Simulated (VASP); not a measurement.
# B8HN8 (a cell with a defect): single point with PBE

Crystal: B8HN8 (a cell with a defect).

```
B N H
1.0
     2.51218    4.35123    0.00000
     2.51218   -4.35123    0.00000
     0.00000    0.00000   -8.34316
B N H
8 8 1
Cartesian
  1.2507 -0.7221 -5.9636
  2.5122 -2.9071 -5.9636
  2.5122 1.4504 -5.8772
  3.7737 -0.7221 -5.9636
  2.5122 -1.4504 -2.4659
  1.2507 0.7221 -2.3796
  3.7737 0.7221 -2.3796
  2.5122 2.9071 -2.3796
  1.2594 -0.7271 -2.4657
  2.5122 -2.8970 -2.4657
  2.5122 1.4504 -2.3571
  3.7650 -0.7271 -2.4657
  2.5122 -1.4504 -5.9860
  1.2594 0.7271 -5.8774
  3.7650 0.7271 -5.8774
  2.5122 2.8970 -5.8774
  0.0000 0.0000 0.0000
```

- Program: VASP 6.6.1
- Task: single point
- Functional: PBE
- Potentials or basis: VASP PAW PBE potentials, release 64 (B, N, H)
- Cutoff: 520 eV
- k mesh: 3 × 3 × 2, shifted
- Occupations: gaussian, width 0.01 eV
- Spin: no spin polarisation

The largest force is 0.013 eV/Å.

Forces in eV/Å, atoms in the order of the input:
```
B    0.002 -0.001 -0.001
B    0.000  0.003 -0.001
B    0.000  0.000  0.002
B   -0.002 -0.001 -0.001
B    0.000  0.000 -0.002
B    0.002  0.001  0.001
B   -0.002  0.001  0.001
B    0.000 -0.003  0.001
N   -0.011  0.006 -0.002
N    0.000 -0.013 -0.002
N    0.000  0.000  0.003
N    0.011  0.006 -0.002
N    0.000  0.000 -0.003
N   -0.011 -0.006  0.002
N    0.011 -0.006  0.002
N    0.000  0.013  0.002
H    0.000  0.000  0.000
```

Levels at points of the mesh, in eV from the Fermi level:
```csv
k point,band 29,band 30,band 31,band 32,band 33,band 34,band 35,band 36,band 37,band 38
"(0.00, 0.00, 0.25)",-4.19,-3.99,-3.85,-3.85,-0.84,1.29,1.29,1.38,1.80,1.89
```

Wall time 58 s on 1 thread of AMD EPYC 7R43 64-Core Processor (Zen 3) (shared host), peak memory 0.26 GiB.

Caveat: the k points lie up to 0.48 Å⁻¹ apart; the cell carries a net charge on a neutralising background, which shifts energy and pressure; the cell is charged against a uniform background, so pressure and absolute levels hang on convention.
